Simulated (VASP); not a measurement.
Runs of VASP 6.6.1 on TiC. The structure is that of space group P6_3/mmc (No. 194), or close to it. The cells are those of the table. 

```csv
task,spin,cell,k mesh,cutoff (eV),gap on the mesh (eV),pressure (GPa)
single point,"collinear, ferromagnetic start","a = 3.160, b = 3.160, c = 4.698 Å, angles 90.0, 90.0, 120.0°, 4 atoms",6 × 6 × 4,520,none,(a)
single point,off,"a = 3.156, b = 3.156, c = 4.711 Å, angles 90.0, 90.0, 120.0°, 4 atoms",18 × 18 × 10,520,none,0.3
relaxation of cell and atoms,off,"relaxed from a = 3.160, b = 3.160, c = 4.698 Å, angles 90.0, 90.0, 120.0°, 4 atoms",18 × 18 × 10,600,none,0.1
single point,off,"a = 3.160, b = 3.160, c = 4.698 Å, angles 90.0, 90.0, 120.0°, 4 atoms",6 × 6 × 4,520,none,0.3
single point,off,"a = 3.261, b = 3.261, c = 6.123 Å, angles 90.0, 90.0, 120.0°, 4 atoms",6 × 6 × 4,520,none,-38.7
```

Alike in all rows: level PBE; potentials or basis VASP PAW PBE potentials, release 64 (Ti_sv, C); smearing gaussian 0.1 eV.

**Question.** Fill in the values left out.

**Answer.** (a) 0.2.

Caveats: some runs use coarse meshes.

A gap of «none» marks levels without a gap at the run's occupations.
